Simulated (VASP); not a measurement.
A run of VASP 6.6.1 is set up as follows.

INCAR

```
PREC = Accurate
ENCUT = 520
EDIFF = 1E-7
ISMEAR = 0
SIGMA = 0.05
LREAL = False
LASPH = True
NELM = 60
ALGO = Normal
ISIF = 2
LWAVE = False
LCHARG = False
GGA = PE
NBANDS = 19
```

The input KPOINTS:

```
regular mesh
0
Gamma
  6 6 6
```

POSCAR

```
SrCl2
1.0
    0.0000000000      3.5185526392      3.6332574553
    3.5185526392      0.0000000000      3.6332574553
    3.5185526392      3.5185526392      0.0000000000
Sr Cl
1 2
Direct
    0.0000000000      0.0000000000      0.0000000000
    0.2500000000      0.2500000000      0.2500000000
    0.7500000000      0.7500000000      0.7500000000
```

Potentials or basis: VASP PAW PBE potentials, release 64 (Sr_sv, Cl).

The run is started by

```bash
$ cat potpaw_PBE.64/Sr_sv/POTCAR potpaw_PBE.64/Cl/POTCAR > POTCAR
$ mpirun -np 1 vasp_std > vasp.out
```

(1) Predict the pressure.

(2) What does it give for the band gap on the k mesh?

Results:

(1) -0.9 GPa.

(2) 5.03 eV (least direct gap 5.33 eV).
